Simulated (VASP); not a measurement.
Here is a VASP 6.6.1 calculation.

File INCAR:

```
  ALGO = Normal
  EDIFF = 1E-6
  ENCUT = 520
  ISIF = 2
  ISMEAR = -1
  LASPH = T
  LCHARG = F
  LREAL = F
  LWAVE = F
  NBANDS = 27
  NELM = 100
  PREC = Accurate
  SIGMA = 0.15
```

File KPOINTS:

```
k-points
0
Gamma
  3 3 3
```

The input POSCAR:

```
MgCd3
1.0
    0.0000000000      3.5403250000      3.5403250000
    3.5403250000      0.0000000000      3.5403250000
    3.5403250000      3.5403250000      0.0000000000
Mg Cd
1 3
Direct
    0.5000000000      0.5000000000      0.5000000000
    0.0000000000      0.0000000000      0.0000000000
    0.2500000000      0.2500000000      0.2500000000
    0.7500000000      0.7500000000      0.7500000000
```

Potentials or basis: VASP PAW LDA potentials, release 64 (Mg, Cd).

The run is started by

```sh
$ cat potpaw_LDA.64/Mg/POTCAR potpaw_LDA.64/Cd/POTCAR > POTCAR
$ mpirun -np 1 vasp_std > vasp.out
```

Task: What does it give for the pressure?

Result: -4.4 GPa.

Task: What does it give for the band gap on the k mesh?

Result: Zero (band 19 reaches 4.13 eV, above the bottom of band 20 at 1.32 eV).

Caveat: the k points lie up to 0.51 Å⁻¹ apart.
